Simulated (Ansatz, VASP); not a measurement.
# Al3N: VASP beside Ansatz

```
Al N
1.0
     4.25101    0.00000    0.00000
     0.00000    4.15605    3.59521
     0.00000   -4.15605    3.59521
Al N
6 2
Direct
  0.85316 0.11775 0.97091
  0.85316 0.47091 0.61775
  0.14684 0.61775 0.47091
  0.14684 0.97091 0.11775
  0.00000 0.25000 0.75000
  0.00000 0.75000 0.25000
  0.66667 0.50000 0.00000
  0.33333 0.00000 0.50000
```

Alike in both runs: task relaxation of cell and atoms; functional PBE; k mesh 4 × 4 × 4; occupations gaussian, width 0.1 eV; no spin polarisation.

|  | VASP | Ansatz |
| --- | --- | --- |
| version | VASP 6.6.1 | Ansatz 0.2.0 |
| potentials or method | VASP PAW PBE potentials, release 64 (Al, N), cutoff 600 eV | scalar-relativistic, plane waves, PAW |
| valence electrons in the cell | 28 | 28 |

|  | VASP | Ansatz | Ansatz less VASP |
| --- | --- | --- | --- |
| gap on the k mesh at the Fermi level, each at its own relaxed structure (eV) | none | none | - |
| relaxed volume (Å³/atom) | 14.77 | 14.77 | -0.006 |
| relaxed length of the cell vector where the two differ most in proportion (Å) | 5.039 | 5.009 | -0.0301 |

A gap of «none» marks a metal or a gap that the smearing closes.

The k mesh is coarse, so the values compare programs but aren't converged.
